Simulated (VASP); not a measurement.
# Sr8Ti8O23 (a cell with a defect) in VASP: single point with PBEsol

Aim: the single point of Sr8Ti8O23 (a cell with a defect) with PBEsol.

All numbers are computed with VASP 6.6.1; they aren't measurements. Logs are shortened: lines on timing, memory, paths and dates and some standing lists are left out, and cuts for length are marked.

**1. The cell of the first run**

The cell holds a defect, 39 atoms: a = 7.783 Å, b = 7.783 Å, c = 7.783 Å, α = 90.00°, β = 90.00°, γ = 90.00°.

**2. Single point, PBEsol**

File INCAR:

```
SYSTEM = Sr8Ti8O23
PREC = Accurate
ENCUT = 520
EDIFF = 1E-6
ISMEAR = -1
SIGMA = 0.05
LREAL = Auto
LASPH = .True.
NELM = 80
ALGO = Normal
ISIF = 2
LWAVE = .False.
LCHARG = .True.
GGA = PS
LELF = .True.
LVHAR = .True.
NBANDS = 182
NELECT = 312.0
ISYM = 0
```

File KPOINTS:

```
Automatic mesh
0
Gamma
  1 1 1
  0.25 0.25 0.25
```

File POSCAR:

```
Sr8Ti8O23
1.0
    7.7828210000      0.0000000000      0.0000000000
    0.0000000000      7.7828210000      0.0000000000
    0.0000000000      0.0000000000      7.7828210000
Sr Ti O
8 8 23
Direct
    0.9884580000      0.9899210000      0.9979540000
    0.9903510000      0.9914000000      0.4968180000
    0.9887780000      0.5071750000      0.9976860000
    0.9889000000      0.5074670000      0.4982200000
    0.5054730000      0.9894890000      0.9978790000
    0.5064580000      0.9899870000      0.4984640000
    0.5068390000      0.5076720000      0.9972690000
    0.5073320000      0.5084580000      0.4995690000
    0.2463180000      0.2476800000      0.2337460000
    0.2475650000      0.2488990000      0.7666250000
    0.2467990000      0.7447310000      0.2501790000
    0.2469420000      0.7484460000      0.7423500000
    0.7434230000      0.2478430000      0.2498550000
    0.7473740000      0.2479000000      0.7420750000
    0.7463560000      0.7473960000      0.2474950000
    0.7472400000      0.7481360000      0.7483870000
    0.2491400000      0.2515740000      0.0004010000
    0.2519800000      0.7497940000      0.0015850000
    0.2513890000      0.7526490000      0.5009900000
    0.7494580000      0.2529830000      0.0017810000
    0.7507100000      0.2529530000      0.5011090000
    0.7508150000      0.7523420000      0.0006850000
    0.7514390000      0.7524330000      0.5009930000
    0.0092350000      0.2537670000      0.2714560000
    0.0067210000      0.2513840000      0.7329840000
    0.0023360000      0.7534150000      0.2490280000
    0.0014900000      0.7524080000      0.7533990000
    0.4954960000      0.2547410000      0.2692360000
    0.4930210000      0.2524350000      0.7317020000
    0.5014260000      0.7524650000      0.2495310000
    0.5004880000      0.7514750000      0.7525680000
    0.2541310000      0.0101870000      0.2702180000
    0.2511760000      0.0080400000      0.7335510000
    0.2528260000      0.4964270000      0.2700900000
    0.2499380000      0.4943500000      0.7309170000
    0.7515380000      0.0033940000      0.2493170000
    0.7501990000      0.0028250000      0.7531230000
    0.7525640000      0.5025140000      0.2494050000
    0.7510890000      0.5017830000      0.7530260000
```

Potentials or basis: VASP PAW PBE potentials, release 64 (Sr_sv, Ti_sv, O).

On the command line:

```console
cat potpaw_PBE.64/Sr_sv/POTCAR potpaw_PBE.64/Ti_sv/POTCAR potpaw_PBE.64/O/POTCAR > POTCAR
mpirun -np 1 vasp_std > vasp.out
```

OUTCAR:

```text
SYSTEM = Sr8Ti8O23
   PREC = Accurate
   ENCUT = 520
   EDIFF = 1E-6
   ISMEAR = -1
   LREAL = Auto
   LASPH = .True.
   NELM = 80
   ISIF = 2
   GGA = PS
   NELECT = 312.0
   ISYM = 0

 ion  position               nearest neighbor table
   1  0.988  0.990  0.998-  22 2.62  27 2.66  37 2.66  26 2.69  36 2.69  20 2.77  18 2.77  17 2.87
                            25 2.90  33 2.90  24 2.96  32 2.96  16 3.29  15 3.30  10 3.37   9 3.38
   2  0.990  0.991  0.497-  23 2.63  26 2.68  36 2.68  24 2.70  32 2.71  27 2.73  37 2.74  25 2.74
                            33 2.74  19 2.75  21 2.76  15 3.31  16 3.32  14 3.35  12 3.35  11 3.37
   3  0.989  0.507  0.998-  39 2.66  22 2.66  38 2.69  27 2.70  20 2.72  26 2.74  18 2.79  17 2.84
                            25 2.87  35 2.91  24 2.91  34 2.95  16 3.29  15 3.29  11 3.36  10 3.37
   4  0.989  0.507  0.498-  24 2.65  23 2.66  38 2.67  25 2.71  39 2.71  21 2.71  34 2.72  35 2.72
                            26 2.73  27 2.75  19 2.80  16 3.29  15 3.30  12 3.34  11 3.34  14 3.35
   5  0.505  0.989  0.998-  22 2.66  31 2.66  30 2.69  37 2.70  18 2.72  36 2.74  20 2.80  17 2.85
                            33 2.86  32 2.89  29 2.91  28 2.95  15 3.29  16 3.29  13 3.36  10 3.37
   6  0.506  0.990  0.498-  32 2.65  23 2.66  30 2.68  33 2.70  19 2.71  31 2.71  36 2.72  28 2.73
                            29 2.73  37 2.75  21 2.79  16 3.29  15 3.30  14 3.34  13 3.34  12 3.35
   7  0.507  0.508  0.997-  39 2.69  31 2.69  22 2.69  30 2.74  18 2.74  20 2.74  38 2.74  17 2.83
                            29 2.87  35 2.88  28 2.89  34 2.90  15 3.28  16 3.28  13 3.37  10 3.37
   8  0.507  0.508  0.500-  28 2.67  34 2.67  23 2.69  29 2.69  35 2.70  30 2.72  38 2.73  31 2.73
                            39 2.74  21 2.75  19 2.75  16 3.27  15 3.28  14 3.34  12 3.34  11 3.36
   9  0.246  0.248  0.234-  17 1.82  24 1.87  32 1.87  34 1.96  28 1.96   1 3.38   3 3.39   5 3.39
                             7 3.40   2 3.48   4 3.51   6 3.52   8 3.54
  10  0.248  0.249  0.767-  17 1.82  33 1.89  25 1.89  29 1.93  35 1.93   3 3.37   5 3.37   7 3.37
                             1 3.37   2 3.53   4 3.53   6 3.53   8 3.53
  11  0.247  0.745  0.250-  26 1.90  18 1.94  34 1.94  19 1.95  30 1.98  32 2.07   4 3.34   8 3.36
                             3 3.36   2 3.37   7 3.37   6 3.39   5 3.40   1 3.40
  12  0.247  0.748  0.742-  19 1.88  27 1.91  31 1.98  35 1.98  18 2.02  33 2.02   4 3.34   8 3.34
                             2 3.35   6 3.35   3 3.39   5 3.39   1 3.40   7 3.40
  13  0.743  0.248  0.250-  36 1.90  20 1.93  28 1.94  21 1.96  38 1.98  24 2.08   6 3.34   8 3.36
                             5 3.36   7 3.37   2 3.37   4 3.39   1 3.39   3 3.40
  14  0.747  0.248  0.742-  21 1.88  37 1.91  39 1.98  29 1.98  25 2.02  20 2.02   6 3.34   8 3.34
                             2 3.35   4 3.35   1 3.39   7 3.40   5 3.40   3 3.40
  15  0.746  0.747  0.247-  38 1.91  30 1.91  22 1.92  23 1.97  26 1.99  36 1.99   7 3.28   8 3.28
                             3 3.29   5 3.29   4 3.30   6 3.30   1 3.30   2 3.31
  16  0.747  0.748  0.748-  39 1.92  31 1.92  23 1.93  22 1.96  27 1.98  37 1.98   8 3.27   7 3.28
                             3 3.29   4 3.29   6 3.29   1 3.29   5 3.29   2 3.32
  17  0.249  0.252  0.000-   9 1.82  10 1.82   7 2.83   3 2.84   5 2.85   1 2.87
  18  0.252  0.750  0.002-  11 1.94  12 2.02   5 2.72   7 2.74   1 2.77   3 2.79
  19  0.251  0.753  0.501-  12 1.88  11 1.95   6 2.71   8 2.75   2 2.75   4 2.80
  20  0.749  0.253  0.002-  13 1.93  14 2.02   3 2.72   7 2.74   1 2.77   5 2.80
  21  0.751  0.253  0.501-  14 1.88  13 1.96   4 2.71   8 2.75   2 2.76   6 2.79
  22  0.751  0.752  0.001-  15 1.92  16 1.96   1 2.62   5 2.66   3 2.66   7 2.69
[... 15 lines left out ...]
  38  0.753  0.503  0.249-  15 1.91  13 1.98   4 2.67   3 2.69   8 2.73   7 2.74
  39  0.751  0.502  0.753-  16 1.92  14 1.98   3 2.66   7 2.69   4 2.71   8 2.74

IMPORTANT INFORMATION: All symmetrisations will be switched off!
NOSYMM: (Re-)initialisation of all symmetry stuff for point group C_1.

----------------------------------------------------------------------------------------

                                     Primitive cell

  volume of cell :     471.4234

  direct lattice vectors                    reciprocal lattice vectors
     7.782821000  0.000000000  0.000000000     0.128488115  0.000000000  0.000000000
     0.000000000  7.782821000  0.000000000     0.000000000  0.128488115  0.000000000
     0.000000000  0.000000000  7.782821000     0.000000000  0.000000000  0.128488115

  length of vectors
     7.782821000  7.782821000  7.782821000     0.128488115  0.128488115  0.128488115

  position of ions in fractional coordinates (direct lattice)
     0.988458000  0.989921000  0.997954000
     0.990351000  0.991400000  0.496818000
     0.988778000  0.507175000  0.997686000
     0.988900000  0.507467000  0.498220000
     0.505473000  0.989489000  0.997879000
     0.506458000  0.989987000  0.498464000
[... 31 lines left out ...]
     0.752564000  0.502514000  0.249405000
     0.751089000  0.501783000  0.753026000

  ion indices of the primitive-cell ions
   primitive index   ion index
                 1           1
                 2           2
                 3           3
                 4           4
                 5           5
                 6           6
[... 31 lines left out ...]
                38          38
                39          39

----------------------------------------------------------------------------------------

 KPOINTS: Automatic mesh

Automatic generation of k-mesh.
 Grid dimensions read from file:
 generate k-points for:    1    1    1

 Generating k-lattice:

  Cartesian coordinates                     Fractional coordinates (reciprocal lattice)
     0.128488115  0.000000000  0.000000000     1.000000000  0.000000000  0.000000000
     0.000000000  0.128488115  0.000000000     0.000000000  1.000000000  0.000000000
     0.000000000  0.000000000  0.128488115     0.000000000  0.000000000  1.000000000

  Length of vectors
     0.128488115  0.128488115  0.128488115

  Shift w.r.t. Gamma in fractional coordinates (k-lattice)
     0.250000000  0.250000000  0.250000000

 Subroutine IBZKPT returns following result:
 ===========================================

 Found      4 irreducible k-points:

 Following reciprocal coordinates:
            Coordinates               Weight
  0.250000  0.250000  0.250000      2.000000
 -0.250000  0.250000  0.250000      2.000000
 -0.250000 -0.250000  0.250000      2.000000
  0.250000 -0.250000  0.250000      2.000000
   k-points           NKPTS =      4   k-points in BZ     NKDIM =      4   number of bands    NBANDS=    182
   number of dos      NEDOS =    301   number of ions     NIONS =     39
   total plane-waves  NPLWV = 216000
   dimension x,y,z NGX =    60 NGY =   60 NGZ =   60
   dimension x,y,z NGXF=   120 NGYF=  120 NGZF=  120
   ions per type =               8   8  23
   NGX,Y,Z   is equivalent  to a cutoff of  12.82, 12.82, 12.82 a.u.
   NGXF,Y,Z  is equivalent  to a cutoff of  25.63, 25.63, 25.63 a.u.
 SYSTEM =  Sr8Ti8O23
   PREC   = accura    normal or accurate (medium, high low for compatibility)
   ISTART =      0    job   : 0-new  1-cont  2-samecut
   ICHARG =      2    charge: 1-file 2-atom 10-const
   ISPIN  =      1    spin polarized calculation?
   LNONCOLLINEAR =      F non collinear calculations
   LSORBIT =      F    spin-orbit coupling
   LASPH  =      T    aspherical Exc in radial PAW
   ENCUT  =  520.0 eV  38.22 Ry    6.18 a.u.  14.47 14.47 14.47*2*pi/ulx,y,z
   NELM   =     80;   NELMIN=  2; NELMDL= -5     # of ELM steps
   EDIFF  = 0.1E-05   stopping-criterion for ELM
   LREAL  =      T    real-space projection
   EDIFFG = 0.1E-04   stopping-criterion for IOM
   NSW    =      0    number of steps for IOM
   IBRION =     -1    ionic relax: 0-MD 1-quasi-New 2-CG
   NFREE  =      0    steps in history (QN), initial steepest desc. (CG)
   ISIF   =      2    stress and relaxation
   ISYM   =      0    0-nonsym 1-usesym 2-fastsym
   POTIM  = 0.5000    time-step for ionic-motion
   TEBEG  =    0.0;   TEEND  =   0.0 temperature during run
   PSTRESS=    0.0 pullay stress
   NELECT =     312.0000    total number of electrons
   NUPDOWN=      -1.0000    fix difference up-down
   EMIN   =  10.00;   EMAX   =-10.00  energy-range for DOS
   EFERMI =   0.00;   METHOD = LEGACY
   ISMEAR =    -1;   SIGMA  =   0.05  broadening in eV -4-tet -1-fermi 0-gaus
   EFERMI_NEDOS =   21; number of points for ismear=-14 and -15
   IALGO  =     38    algorithm
   IMIX   =      4    mixing-type and parameters
     AMIX     =   0.40;   BMIX     =  1.00
     AMIX_MAG =   1.60;   BMIX_MAG =  1.00
  volume/ion in A,a.u.               =      12.09        81.57
  Fermi-wavevector in a.u.,A,eV,Ry     =   1.426667  2.696010 27.693014  2.035379
  Thomas-Fermi vector in A             =   2.546920
   LORBIT       =      0    0 simple, 1 ext, 2 COOP (PROOUT), +10 PAW based schemes
   GGA     = PS    functional components
   LHFCALC =     F    Hartree Fock is set to
   AEXX    =    0.0000 exact exchange contribution
   IVDW    =     0    specifies the selected vdW correction
   LEPSILON=     F    determine dielectric tensor
   LRPA    =     F    only Hartree local field effects (RPA)
 non-spin polarized calculation
  energy-cutoff  :      520.00
  volume of cell :      471.42
 maximum number of plane-waves:     12704
 NGX is ok and might be reduce to    60
   NGX = 29   NGY = 29   NGZ = 29

 number of electron     312.0000020 magnetization

 Free energy of the ion-electron system (eV)
  ---------------------------------------------------
  ext. energy  EPLUGINS =         0.00000000
  ---------------------------------------------------
  free energy    TOTEN  =      -338.00989584 eV

  energy without entropy =     -338.00989584  energy(sigma->0) =     -338.00989584

 E-fermi :   4.9802     XC(G=0): -11.4131

 val. band max:        3.7724167449   @ k =   0.2500   0.2500   0.2500
 cond. band min:       6.3320690371   @ k =  -0.2500  -0.2500   0.2500
 fundamental gap:      2.5596522923
 Fermi energy:         4.9802280527

 k-point     1 :       0.2500    0.2500    0.2500
  band No.  band energies     occupation
      1     -52.2916      2.00000
      2     -52.2847      2.00000
      3     -52.1989      2.00000
      4     -52.1956      2.00000
      5     -52.1943      2.00000
      6     -52.1904      2.00000
[... 160 lines left out ...]
    167       7.5746      0.00000
    168       7.5987      0.00000
[... 511 lines left out ...]
    167       7.5817      0.00000
    168       7.5949      0.00000
 [bands above 168 left out]

------------------------ aborting loop because EDIFF is reached ----------------------------------------

  FORCE on cell =-STRESS in cart. coord.  units (eV):
  Direction    XX          YY          ZZ          XY          YZ          ZX
  --------------------------------------------------------------------------------------
  -------------------------------------------------------------------------------------
  Total      -15.3855768    -15.3741745    -14.3296689      0.0998289      0.1521073      0.1642393
  in kB      -52.2893493    -52.2505975    -48.7007457      0.3392780      0.5169511      0.5581830
  external PRESSURE =     -51.0802308 kB  Pullay stress =       0.0000000 kB

 VOLUME and BASIS-vectors are now :
 -----------------------------------------------------------------------------
  energy-cutoff  :      520.00
  volume of cell :      471.42
      direct lattice vectors                 reciprocal lattice vectors
     7.782821000  0.000000000  0.000000000     0.128488115  0.000000000  0.000000000
     0.000000000  7.782821000  0.000000000     0.000000000  0.128488115  0.000000000
     0.000000000  0.000000000  7.782821000     0.000000000  0.000000000  0.128488115

 POSITION                                       TOTAL-FORCE (eV/Angst)
 -----------------------------------------------------------------------------------
      7.69299      7.70438      7.76690         0.037656      0.035028     -0.005248
      7.70772      7.71589      3.86665         0.016046      0.015457      0.036434
      7.69548      3.94725      7.76481         0.003802     -0.023556      0.003057
      7.69643      3.94952      3.87756         0.017932     -0.008358      0.018102
      3.93401      7.70102      7.76631        -0.013124      0.013046     -0.000068
      3.94167      7.70489      3.87946        -0.004602      0.017830      0.011649
[... 31 lines left out ...]
      5.85707      3.91098      1.94107        -0.023395     -0.036685     -0.023441
      5.84559      3.90529      5.86067        -0.022657     -0.035105     -0.008317
 -----------------------------------------------------------------------------------
    total drift:                                0.062491      0.080372      0.025186

  FREE ENERGIE OF THE ION-ELECTRON SYSTEM (eV)
  ---------------------------------------------------
  free  energy   TOTEN  =      -338.0098958366 eV

  energy  without entropy=     -338.0098958365  energy(sigma->0) =     -338.00989584
```

It took 31 min on 1 thread of AMD EPYC 7R13, shared host; peak memory 0.59 GiB.

What came out:

* Free energy: -338.0099 eV
* Largest force: 0.147 eV/Å

Forces on the atoms (eV/Å):
```
Sr   0.038  0.035 -0.005
Sr   0.016  0.015  0.036
Sr   0.004 -0.024  0.003
Sr   0.018 -0.008  0.018
Sr  -0.013  0.013  0.000
Sr  -0.005  0.018  0.012
Sr  -0.026 -0.026  0.015
Sr   0.001 -0.001 -0.008
Ti   0.085  0.078  0.071
Ti   0.047  0.052 -0.061
Ti   0.082  0.102  0.015
Ti   0.050  0.004  0.044
Ti   0.103  0.078  0.017
Ti   0.006  0.056  0.053
Ti   0.089  0.089  0.075
Ti   0.067  0.076  0.048
O   -0.009 -0.009  0.016
O   -0.012  0.012 -0.010
O   -0.019 -0.008 -0.042
O    0.012 -0.015 -0.017
O   -0.010 -0.019 -0.045
O   -0.016 -0.016 -0.026
O   -0.021 -0.018 -0.038
O   -0.102 -0.032 -0.027
O   -0.024 -0.006 -0.014
O   -0.050 -0.021 -0.015
O   -0.047 -0.027 -0.016
O   -0.051 -0.028  0.005
O    0.023 -0.010  0.004
O   -0.037 -0.015 -0.021
O   -0.032 -0.022 -0.002
O   -0.040 -0.101 -0.021
O   -0.009 -0.028 -0.014
O   -0.027 -0.044  0.003
O    0.002  0.027  0.005
O   -0.023 -0.049 -0.013
O   -0.024 -0.057 -0.014
O   -0.023 -0.037 -0.023
O   -0.023 -0.035 -0.008
```

Caveat: the k points lie up to 0.81 Å⁻¹ apart; the cell carries a net charge on a neutralising background, which shifts energy and pressure; the cell is charged against a uniform background, so pressure and absolute levels hang on convention; the PAW data sets were made with another functional, which shifts forces and pressure a little.
